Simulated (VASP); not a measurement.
Nb3C5, 8 atoms in the cell. Symmetry: Pmmm, No. 47, orthorhombic system. The conventional cell has a = 3.021 Å, b = 3.116 Å, c = 9.141 Å, α = 90.00°, β = 90.00°, γ = 90.00°. Within 3.2 Å of Nb (site symmetry mm2) lie 10 C at 2.28 to 3.01 Å and 6 Nb at 2.93 to 3.12 Å. Nb (site symmetry mmm) has 8 C at 2.30 Å and 8 Nb at 2.93 to 3.12 Å within 3.2 Å. C (site symmetry mm2) has 1 C at 1.34 Å within 1.8 Å. C (site symmetry mm2) has 1 C at 1.55 Å within 2.1 Å. Within 1.8 Å of C (site symmetry mmm) lie 2 C at 1.34 Å. 

- Program: VASP 6.6.1
- Task: single point
- Functional: PBE
- Potentials or basis: VASP PAW PBE potentials, release 64 (Nb_sv, C)
- Cutoff: 520 eV
- k mesh: 10 × 10 × 4
- Occupations: gaussian, width 0.1 eV
- Spin: no spin polarisation
- Dipole correction: no
- Further INCAR settings: ALGO = Normal; EDIFF = 1e-06; NBANDS = 40

Potentials or basis: VASP PAW PBE potentials, release 64 (Nb_sv, C).

Launch:

```sh
$ cat potpaw_PBE.64/Nb_sv/POTCAR potpaw_PBE.64/C/POTCAR > POTCAR
$ mpirun -np 1 vasp_std > vasp.out
```

Hardware: 1 thread of Intel Xeon 8259CL, with other jobs on the host.

How long does it take, and how much memory?

Wall time 11 min on 1 thread of Intel Xeon 8259CL, on a shared host, peak memory 0.38 GiB. Counts: scf iterations 15, k points 108.
